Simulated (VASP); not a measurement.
Write the native input for VASP 6.6.1 that does the following.

| Property | Result |
| --- | --- |
| Task | relaxation of cell and atoms |
| Functional | PBE |
| Potentials or basis | VASP PAW PBE potentials, release 64 (Sn_d) |
| Cutoff | 600 eV |
| k mesh | 12 × 12 × 12 |
| Occupations | gaussian, width 0.1 eV |
| Spin | no spin polarisation |
| Dipole correction | no |
| Further INCAR settings | ALGO = Normal; EDIFF = 1e-06; IBRION = 2; EDIFFG = -0.005; NSW = 100; ISIF = 3 |

The structure of Sn lies in POSCAR:

```
Sn
1.0
    0.0000000000      3.2333428000      3.2333428000
    3.2333428000      0.0000000000      3.2333428000
    3.2333428000      3.2333428000      0.0000000000
Sn
2
Direct
    0.0000000000      0.0000000000      0.0000000000
    0.2500000000      0.2500000000      0.2500000000
```

One way to write it, as run:

INCAR

```
SYSTEM = Sn
PREC = Accurate
ENCUT = 600
EDIFF = 1E-6
ISMEAR = 0
SIGMA = 0.1
LREAL = .False.
LASPH = .True.
NELM = 60
ALGO = Normal
ISIF = 3
LWAVE = .False.
LCHARG = .False.
GGA = PE
IBRION = 2
NSW = 100
EDIFFG = -0.005
```

KPOINTS

```
regular mesh
0
Gamma
  12 12 12
  0 0 0
```

Potentials or basis: VASP PAW PBE potentials, release 64 (Sn_d).

Launch:

```bash
$ cat potpaw_PBE.64/Sn_d/POTCAR > POTCAR
$ mpirun -np 1 vasp_std > vasp.out
```

It gave:

* Relaxed volume: 36.80 Å³/atom
* Relaxed cell: a = 4.704 Å, b = 4.704 Å, c = 4.704 Å, α = 60.00°, β = 60.00°, γ = 60.00°
* Space group after relaxing (to 0.05 Å): Fd-3m (No. 227)
* Energy gained by relaxing: 32.6 meV/atom
* Ionic steps: 3
* Pressure after relaxing: 0.0 GPa
* Band gap on the k mesh: zero (band 14 reaches 4.97 eV, above the bottom of band 15 at 4.74 eV)

Caveat: spin-orbit coupling is left out, which moves the levels of the heavy elements.

It took 3.9 min on 1 thread of Intel Xeon 6975P-C, on a shared host, peak memory 0.3 GiB.
